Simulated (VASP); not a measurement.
# Mg in VASP: a series of runs

Mg is run at these levels: r2SCAN; tasks: single point, relaxation of cell and atoms.

Everything below comes from runs of VASP 6.6.1. Logs are shortened: lines on timing, memory, paths and dates and some standing lists are left out, and cuts for length are marked.

## (1) The cell of the first run

The cell holds a slab with vacuum, 3 atoms: a = 3.090 Å, b = 3.090 Å, c = 15.259 Å, α = 90.00°, β = 90.00°, γ = 120.00°.

## (2) Single point, r2SCAN (atoms taken out, then relaxed in part)

POSCAR reads:

```
Mg
1.0
    3.0895096048      0.0000000000      0.0000000000
   -1.5447548024      2.6755938030      0.0000000000
    0.0000000000      0.0000000000     15.2589233240
Mg
3
Direct
    0.0000000000      0.0000000000      0.0000000000
    0.6666666667      0.3333333333      0.8241957536
    0.6666666667      0.3333333333      0.1758042464
```

INCAR.step1 reads:

```
ALGO = Normal
EDIFF = 1E-4
ENCUT = 520
GGA = PE
ISMEAR = 0
LASPH = T
LCHARG = F
LREAL = F
LWAVE = T
NBANDS = 10
NELM = 100
PREC = Accurate
SIGMA = 0.1
```

INCAR.step2 reads:

```
ALGO = Normal
EDIFF = 1E-7
ENCUT = 520
ISIF = 2
ISMEAR = 0
ISTART = 1
LASPH = T
LCHARG = T
LELF = T
LMIXTAU = T
LREAL = F
LVHAR = T
LWAVE = F
METAGGA = R2SCAN
NBANDS = 10
NELM = 100
PREC = Accurate
SIGMA = 0.1
```

KPOINTS reads:

```
k-points
0
Gamma
  12 12 4
```

Potentials or basis: VASP PAW PBE potentials, release 64 (Mg).

Started as:

```console
$ cat potpaw_PBE.64/Mg/POTCAR > POTCAR
$ cp INCAR.step1 INCAR
$ mpirun -np 1 vasp_std > vasp.out
$ cp INCAR.step2 INCAR
$ mpirun -np 1 vasp_std > vasp.out
```

OUTCAR:

```text
EDIFF = 1E-7
   ENCUT = 520
   ISIF = 2
   ISMEAR = 0
   ISTART = 1
   LASPH = T
   LREAL = F
   METAGGA = R2SCAN
   NELM = 100
   PREC = Accurate

 ion  position               nearest neighbor table
   1  0.000  0.000  0.000-   2 3.22   3 3.22   2 3.22   3 3.22   2 3.22   3 3.22
   2  0.667  0.333  0.824-   1 3.22   1 3.22   1 3.22
   3  0.667  0.333  0.176-   1 3.22   1 3.22   1 3.22

  LATTYP: Found a hexagonal cell.
 ALAT       =     3.0895096048
 C/A-ratio  =     4.9389467184

  Lattice vectors:

 A1 = (   3.0895096048,   0.0000000000,   0.0000000000)
 A2 = (  -1.5447548024,   2.6755938030,   0.0000000000)
 A3 = (   0.0000000000,   0.0000000000,  15.2589233240)

Analysis of symmetry for initial positions (statically):
=====================================================================
 Subroutine PRICEL returns:
 Original cell was already a primitive cell.

 Routine SETGRP: Setting up the symmetry group for a
 hexagonal supercell.

 Subroutine GETGRP returns: Found 12 space group operations
 (whereof 12 operations were pure point group operations)
 out of a pool of 24 trial point group operations.

The static configuration has the point symmetry D_3h.

Analysis of symmetry for dynamics (positions and initial velocities):
=====================================================================
 Subroutine PRICEL returns:
 Original cell was already a primitive cell.

 Routine SETGRP: Setting up the symmetry group for a
 hexagonal supercell.

 Subroutine GETGRP returns: Found 12 space group operations
 (whereof 12 operations were pure point group operations)
 out of a pool of 24 trial point group operations.

The dynamic configuration has the point symmetry D_3h.

 Subroutine INISYM returns: Found 12 space group operations
 (whereof 12 operations are pure point group operations),
 and found     1 'primitive' translations

----------------------------------------------------------------------------------------

                                     Primitive cell

  volume of cell :     126.1344

  direct lattice vectors                    reciprocal lattice vectors
     3.089509605  0.000000000  0.000000000     0.323675964  0.186874405  0.000000000
    -1.544754802  2.675593803  0.000000000     0.000000000  0.373748810  0.000000000
     0.000000000  0.000000000 15.258923324     0.000000000  0.000000000  0.065535423

  length of vectors
     3.089509605  3.089509605 15.258923324     0.373748810  0.373748810  0.065535423

  position of ions in fractional coordinates (direct lattice)
     0.000000000  0.000000000  0.000000000
     0.666666667  0.333333333  0.824195754
     0.666666667  0.333333333  0.175804246

  ion indices of the primitive-cell ions
   primitive index   ion index
                 1           1
                 2           2
                 3           3

----------------------------------------------------------------------------------------

 KPOINTS: k-points

Automatic generation of k-mesh.
 Grid dimensions read from file:
 generate k-points for:   12   12    4

 Generating k-lattice:

  Cartesian coordinates                     Fractional coordinates (reciprocal lattice)
     0.026972997  0.015572867  0.000000000     0.083333333  0.000000000  0.000000000
     0.000000000  0.031145734  0.000000000     0.000000000  0.083333333  0.000000000
     0.000000000  0.000000000  0.016383856     0.000000000  0.000000000  0.250000000

  Length of vectors
     0.031145734  0.031145734  0.016383856

  Shift w.r.t. Gamma in fractional coordinates (k-lattice)
     0.000000000  0.000000000  0.000000000

 Subroutine IBZKPT returns following result:
 ===========================================

 Found     57 irreducible k-points:

 Following reciprocal coordinates:
            Coordinates               Weight
  0.000000  0.000000  0.000000      1.000000
  0.083333  0.000000  0.000000      6.000000
  0.166667  0.000000  0.000000      6.000000
  0.250000  0.000000  0.000000      6.000000
  0.333333  0.000000  0.000000      6.000000
  0.416667  0.000000  0.000000      6.000000
[... 16 lines left out ...]
  0.250000  0.000000  0.250000     12.000000
  0.333333  0.000000  0.250000     12.000000
 [... further k-points ...]
   k-points           NKPTS =     57   k-points in BZ     NKDIM =     57   number of bands    NBANDS=     10
   number of dos      NEDOS =    301   number of ions     NIONS =      3
   total plane-waves  NPLWV =  69120
   dimension x,y,z NGX =    24 NGY =   24 NGZ =  120
   dimension x,y,z NGXF=    48 NGYF=   48 NGZF=  240
   ions per type =               3
   NGX,Y,Z   is equivalent  to a cutoff of  12.91, 12.91, 13.07 a.u.
   NGXF,Y,Z  is equivalent  to a cutoff of  25.83, 25.83, 26.15 a.u.
 SYSTEM =  unknown system
   PREC   = accura    normal or accurate (medium, high low for compatibility)
   ISTART =      1    job   : 0-new  1-cont  2-samecut
   ICHARG =      0    charge: 1-file 2-atom 10-const
   ISPIN  =      1    spin polarized calculation?
   LNONCOLLINEAR =      F non collinear calculations
   LSORBIT =      F    spin-orbit coupling
   LASPH  =      T    aspherical Exc in radial PAW
   ENCUT  =  520.0 eV  38.22 Ry    6.18 a.u.   5.74  5.74 28.37*2*pi/ulx,y,z
   NELM   =    100;   NELMIN=  2; NELMDL=  0     # of ELM steps
   EDIFF  = 0.1E-06   stopping-criterion for ELM
   LREAL  =      F    real-space projection
   EDIFFG = 0.1E-05   stopping-criterion for IOM
   NSW    =      0    number of steps for IOM
   IBRION =     -1    ionic relax: 0-MD 1-quasi-New 2-CG
   NFREE  =      0    steps in history (QN), initial steepest desc. (CG)
   ISIF   =      2    stress and relaxation
   ISYM   =      2    0-nonsym 1-usesym 2-fastsym
   POTIM  = 0.5000    time-step for ionic-motion
   TEBEG  =    0.0;   TEEND  =   0.0 temperature during run
   PSTRESS=    0.0 pullay stress
   NELECT =       6.0000    total number of electrons
   NUPDOWN=      -1.0000    fix difference up-down
   EMIN   =  10.00;   EMAX   =-10.00  energy-range for DOS
   EFERMI =   0.00;   METHOD = LEGACY
   ISMEAR =     0;   SIGMA  =   0.10  broadening in eV -4-tet -1-fermi 0-gaus
   EFERMI_NEDOS =   21; number of points for ismear=-14 and -15
   IALGO  =     38    algorithm
   IMIX   =      4    mixing-type and parameters
     AMIX     =   0.40;   BMIX     =  1.00
     AMIX_MAG =   1.60;   BMIX_MAG =  1.00
  volume/ion in A,a.u.               =      42.04       283.73
  Fermi-wavevector in a.u.,A,eV,Ry     =   0.593172  1.120933  4.787252  0.351853
  Thomas-Fermi vector in A             =   1.642269
   LORBIT       =      0    0 simple, 1 ext, 2 COOP (PROOUT), +10 PAW based schemes
   METAGGA = R2SCAN    functional components
   LHFCALC =     F    Hartree Fock is set to
   AEXX    =    0.0000 exact exchange contribution
   IVDW    =     0    specifies the selected vdW correction
   LEPSILON=     F    determine dielectric tensor
   LRPA    =     F    only Hartree local field effects (RPA)
 non-spin polarized calculation
 Gauss-broadening in eV      SIGMA  =   0.10
  energy-cutoff  :      520.00
  volume of cell :      126.13
 maximum number of plane-waves:      3440
 NGX is ok and might be reduce to    24
   NGX = 11   NGY = 11   NGZ = 57

 number of electron       6.0000000 magnetization

 Free energy of the ion-electron system (eV)
  ---------------------------------------------------
  ext. energy  EPLUGINS =         0.00000000
  ---------------------------------------------------
  free energy    TOTEN  =       -11.78060567 eV

  energy without entropy =      -11.77664536  energy(sigma->0) =      -11.77862552

 E-fermi :  -0.2730     XC(G=0):  -5.8023

 val. band max:       -0.4356300869   @ k =   0.3333   0.3333   0.2500
 cond. band min:      -0.2647306285   @ k =   0.3333   0.3333   0.5000
 fundamental gap:      0.1708994584
 Fermi energy:        -0.2730354536

 k-point     1 :       0.0000    0.0000    0.0000
  band No.  band energies     occupation
      1      -7.3349      2.00000
      2      -5.9925      2.00000
      3      -3.8721      2.00000
      4      -1.5580      2.00000
      5       1.2228      0.00000
      6       3.6106      0.00000
      7       3.7601      0.00000
      8       7.5485      0.00000
      9       7.6821      0.00000
     10      12.4879      0.00000

 k-point     2 :       0.0833    0.0000    0.0000
  band No.  band energies     occupation
      1      -7.1796      2.00000
      2      -5.8385      2.00000
      3      -3.7190      2.00000
      4      -1.4100      2.00000
      5       1.3698      0.00000
      6       3.7554      0.00000
      7       3.9037      0.00000
      8       7.6779      0.00000
      9       7.8071      0.00000
     10      10.3705      0.00000

 k-point     3 :       0.1667    0.0000    0.0000
  band No.  band energies     occupation
      1      -6.7153      2.00000
      2      -5.3783      2.00000
      3      -3.2624      2.00000
      4      -0.9661      2.00000
      5       1.8054      0.00000
      6       4.1821      0.00000
      7       4.3311      0.00000
      8       7.4150      0.00000
      9       7.9583      0.00000
     10       8.3423      0.00000

 k-point     4 :       0.2500    0.0000    0.0000
  band No.  band energies     occupation
      1      -5.9469      2.00000
      2      -4.6169      2.00000
      3      -2.5114      2.00000
      4      -0.2266      0.51159
      5       2.4898      0.00000
      6       4.7363      0.00000
      7       4.7907      0.00000
      8       5.2041      0.00000
      9       6.1317      0.00000
     10       7.7599      0.00000
[... 222 lines left out ...]
 k-point    22 :       0.1667    0.0000    0.2500
  band No.  band energies     occupation
      1      -6.7153      2.00000
      2      -5.3783      2.00000
      3      -3.2620      2.00000
      4      -0.9695      2.00000
      5       1.8498      0.00000
      6       3.6790      0.00000
      7       5.0386      0.00000
      8       6.9428      0.00000
      9       7.5440      0.00000
     10       8.6825      0.00000

 k-point    23 :       0.2500    0.0000    0.2500
  band No.  band energies     occupation
      1      -5.9469      2.00000
      2      -4.6170      2.00000
      3      -2.5109      2.00000
      4      -0.2299      0.54223
      5       2.5304      0.00000
      6       4.3528      0.00000
      7       4.8592      0.00000
      8       5.6070      0.00000
      9       6.2374      0.00000
     10       7.6744      0.00000

 k-point    24 :       0.3333    0.0000    0.2500
  band No.  band energies     occupation
      1      -4.8826      2.00000
      2      -3.5647      2.00000
      3      -1.4926      2.00000
      4       0.8021      0.00000
      5       2.2122      0.00000
      6       3.5022      0.00000
      7       3.8069      0.00000
      8       5.4933      0.00000
      9       5.5618      0.00000
     10       6.8340      0.00000

 [... further k-points ...]

------------------------ aborting loop because EDIFF is reached ----------------------------------------

  FORCE on cell =-STRESS in cart. coord.  units (eV):
  Direction    XX          YY          ZZ          XY          YZ          ZX
  --------------------------------------------------------------------------------------
  -------------------------------------------------------------------------------------
  Total       -0.1128210     -0.1128210     -0.0655520     -0.0000000      0.0000000      0.0000000
  in kB       -1.4330683     -1.4330683     -0.8326504     -0.0000000      0.0000000      0.0000000
  external PRESSURE =      -1.2329290 kB  Pullay stress =       0.0000000 kB

 VOLUME and BASIS-vectors are now :
 -----------------------------------------------------------------------------
  energy-cutoff  :      520.00
  volume of cell :      126.13
      direct lattice vectors                 reciprocal lattice vectors
     3.089509605  0.000000000  0.000000000     0.323675964  0.186874405  0.000000000
    -1.544754802  2.675593803  0.000000000     0.000000000  0.373748810  0.000000000
     0.000000000  0.000000000 15.258923324     0.000000000  0.000000000  0.065535423

 POSITION                                       TOTAL-FORCE (eV/Angst)
 -----------------------------------------------------------------------------------
      0.00000      0.00000      0.00000         0.000000     -0.000000      0.000000
      1.54475      0.89186     12.57634        -0.000000      0.000000      0.011130
      1.54475      0.89186      2.68258         0.000000      0.000000     -0.011130
 -----------------------------------------------------------------------------------
    total drift:                                0.000001     -0.000001     -0.000000

  FREE ENERGIE OF THE ION-ELECTRON SYSTEM (eV)
  ---------------------------------------------------
  free  energy   TOTEN  =       -11.7806056748 eV

  energy  without entropy=      -11.7766453635  energy(sigma->0) =      -11.77862552
```

Run time: 2 min. Hardware: 1 thread of Intel Xeon 6975P-C (Granite Rapids), shared host; peak memory 0.3 GiB.

Results:

```
Free energy            : -11.7806 eV
Largest force          : 0.011 eV/Å
Band gap on the k mesh : zero (bands 3 and 4 overlap by 1.58 eV)
```

Forces on the atoms (eV/Å):
```
Mg   0.000  0.000  0.000
Mg   0.000  0.000  0.011
Mg   0.000  0.000 -0.011
```

Caveat: the cell differs from its parent crystal (atoms taken out, then relaxed in part); the PAW data sets were made with another functional, which shifts forces and pressure a little.

(Part 1 of 2 ends here.)
